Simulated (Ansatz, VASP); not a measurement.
## Ta in VASP and in Ansatz

The input INCAR:

```
SYSTEM = Ta
  ALGO = Normal
  EDIFF = 1E-6
  ENCUT = 520
  ISIF = 2
  ISMEAR = -1
  LASPH = .TRUE.
  LCHARG = .FALSE.
  LREAL = .FALSE.
  LWAVE = .FALSE.
  NBANDS = 18
  NELM = 60
  PREC = Accurate
  SIGMA = 0.05
```

The input KPOINTS:

```
k-points
0
G
  12 12 6
  0 0 0
```

Contents of POSCAR:

```
Ta
1.0
    2.9669564710      0.0000000000      0.0000000000
   -1.4834782355      2.5694596758      0.0000000000
    0.0000000000      0.0000000000      4.8064694830
Ta
2
Direct
    0.2733333333      0.6366666667      0.2050000000
    0.7266666667      0.3633333333      0.7950000000
```

Input for Ansatz:

```yaml
crystal:
  lattice:
    - [2.966956471, 0.0, 0.0]
    - [-1.4834782355, 2.5694596758, 0.0]
    - [0.0, 0.0, 4.806469483]
  atoms:
    - { symbol: Ta, position: [0.2733333333, 0.6366666667, 0.205] }
    - { symbol: Ta, position: [0.7266666667, 0.3633333333, 0.795] }
kpoints:
  mp_grid: { grid: [12, 12, 6] }
scf:
  occupations: { method: fermi_dirac, width: 0.05 }
hamiltonian:
  xc: lda
  pseudopotentials: { kind: all_electron, lapw: { basis_error: 0.001 } }
output:
  forces: true
  stress: true
  eigenvalues: true
  populations: true
```

Change from the starting cell: shortest bond scaled by 0.82, LAPW.

Alike in both runs: task single point; functional LDA; k mesh 12 × 12 × 6; occupations fermi-dirac, width 0.05 eV; no spin polarisation.

|  | VASP | Ansatz |
| --- | --- | --- |
| version | VASP 6.6.1 | Ansatz 0.2.0 |
| potentials or method | VASP PAW LDA potentials, release 64 (Ta_pv), cutoff 520 eV | all-electron LAPW, scalar-relativistic |

VASP gave:

| Item | Value |
| --- | --- |
| pressure (GPa) | 9.1 |
| traceless stress, the component that is largest in VASP (GPa) | 3.84 |
| rms of the force components (eV/Å) | 2.430 |

Q: What did Ansatz give for the same quantities?

A: Pressure (GPa): 7.9; traceless stress, the component that is largest in VASP (GPa): 3.79; rms of the force components (eV/Å): 2.375.

LDA's correlation is that of Perdew and Zunger in VASP and of Perdew and Wang (1992) in Ansatz. Atom by atom the forces differ by 0.055 eV/Å (rms over components). Ansatz ran all-electron here, and VASP with PAW potentials.

Neither program's run includes spin-orbit coupling.
